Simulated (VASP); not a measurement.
AlNi3, 4 atoms in the cell. The structure is cubic, space group Fm-3m (No. 225). Conventional cell: a = 5.604 Å, b = 5.604 Å, c = 5.604 Å, α = 90.00°, β = 90.00°, γ = 90.00°. Ni (site symmetry -43m) has 4 Al at 2.43 Å and 10 Ni at 2.43 to 2.80 Å within 3.2 Å. Ni (site symmetry m-3m) has 8 Ni at 2.43 Å and 6 Al at 2.80 Å within 3.2 Å. Within 3.2 Å of Al (site symmetry m-3m) lie 14 Ni at 2.43 to 2.80 Å. 

- Program: VASP 6.6.1
- Task: single point
- Functional: PBEsol
- Potentials or basis: VASP PAW PBE potentials, release 64 (Ni, Al)
- Cutoff: 520 eV
- k mesh: 8 × 8 × 8
- Occupations: fermi-dirac, width 0.05 eV
- Spin: collinear spin, ferrimagnetic start
- Starting moments: [1.0, -1.0, 1.0, 0.0] μB
- Dipole correction: no
- Further INCAR settings: ALGO = Normal; EDIFF = 1e-07; NBANDS = 28

Potentials or basis: VASP PAW PBE potentials, release 64 (Ni, Al).

Command:

```sh
$ cat potpaw_PBE.64/Ni/POTCAR potpaw_PBE.64/Al/POTCAR > POTCAR
$ mpirun -np 1 vasp_std > vasp.out
```

Hardware: 1 thread of Intel(R) Xeon(R) Platinum 8259CL CPU @ 2.50GHz (Skylake/Cascade Lake) (shared host).

Q: Estimate the wall time of this run.

A: It took 86 s on 1 thread of Intel(R) Xeon(R) Platinum 8259CL CPU @ 2.50GHz (Skylake/Cascade Lake), with other jobs on the host, peak memory 0.22 GiB. Counts: scf iterations 17, k points 29.
